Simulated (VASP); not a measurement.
Here is a VASP 6.6.1 calculation.

POSCAR

```
Pb
1.0
    3.2108957402      0.0000000000      0.0000000000
    0.0000000000      3.2108957402      0.0000000000
    0.0000000000      0.0000000000      3.2108957402
Pb
1
Direct
    0.0000000000      0.0000000000      0.0000000000
```

The input INCAR.step1:

```
SYSTEM = Pb
PREC = Accurate ; ENCUT = 550
ISMEAR = -1 ; SIGMA = 0.1
LREAL = .False. ; LASPH = .True.
NELM = 120 ; NBANDS = 13
GGA = PE ; ALGO = Normal
EDIFF = 1E-5 ; LWAVE = .True.
LCHARG = .False. ; GGA_COMPAT = .False.
```

Contents of INCAR.step2:

```
SYSTEM = Pb
PREC = Accurate ; ENCUT = 550
EDIFF = 1E-6 ; ISMEAR = -1
SIGMA = 0.1 ; LREAL = .False.
LASPH = .True. ; NELM = 120
ALGO = Normal ; ISIF = 2
LWAVE = .False. ; LCHARG = .True.
METAGGA = R2SCAN ; LMIXTAU = .True.
LELF = .True. ; LVHAR = .True.
NBANDS = 13 ; ISTART = 1
GGA_COMPAT = .False.
```

File KPOINTS:

```
Automatic mesh
0
Gamma
  5 5 5
  0 0 0
```

Potentials or basis: VASP PAW PBE potentials, release 64 (Pb_d).

The run is started by

```bash
$ cat potpaw_PBE.64/Pb_d/POTCAR > POTCAR
$ cp INCAR.step1 INCAR
$ mpirun -np 1 vasp_std > vasp.out
$ cp INCAR.step2 INCAR
$ mpirun -np 1 vasp_std > vasp.out
```

Question: What does it give for the band gap on the k mesh?

Answer: Zero (band 7 reaches 11.26 eV, above the bottom of band 8 at 4.68 eV).

Question: Predict the pressure.

Answer: -0.1 GPa.

Caveat: the k points lie up to 0.39 Å⁻¹ apart; the PAW data sets were made with another functional, which shifts forces and pressure a little; spin-orbit coupling is left out, which moves the levels of the heavy elements.
